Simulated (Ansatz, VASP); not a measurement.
# Two plane-wave programs on Co

```
Co
1.0
     2.52565    0.00000    0.00000
    -1.26282    2.18728    0.00000
     0.00000    0.00000    3.75484
Co
2
Direct
  0.66667 0.33333 0.25000
  0.33333 0.66667 0.75000
```

Alike in both runs: task single point; functional PBEsol; k mesh 30 × 30 × 16; occupations gaussian, width 0.15 eV; collinear spin.

|  | VASP | Ansatz |
| --- | --- | --- |
| version | VASP 6.6.1 | Ansatz 0.2.0 |
| potentials or method | VASP PAW PBE potentials, release 64 (Co), cutoff 520 eV | scalar-relativistic, plane waves, PAW |
| valence electrons in the cell | 18 | 34 |

```csv
,VASP,Ansatz,Ansatz less VASP
gap on the k mesh at the Fermi level (eV),none,none,-
pressure (GPa),0.7,1.7,+0.98
"traceless stress, the component that is largest in VASP (GPa)",17.13,17.77,+0.646
net moment per atom (μB),1.54,1.55,+0.005
size of the moment on the site where the two differ most (μB),1.55,1.61,+0.064
```

VASP's potentials were made for PBE, not for PBEsol. Site moments also hang on the region over which each program counts them. A gap of «none» marks a metal or a gap that the smearing closes. VASP's potentials hold 18 valence electrons a cell and Ansatz's 34, so a difference there can come from the potentials and not from the codes.
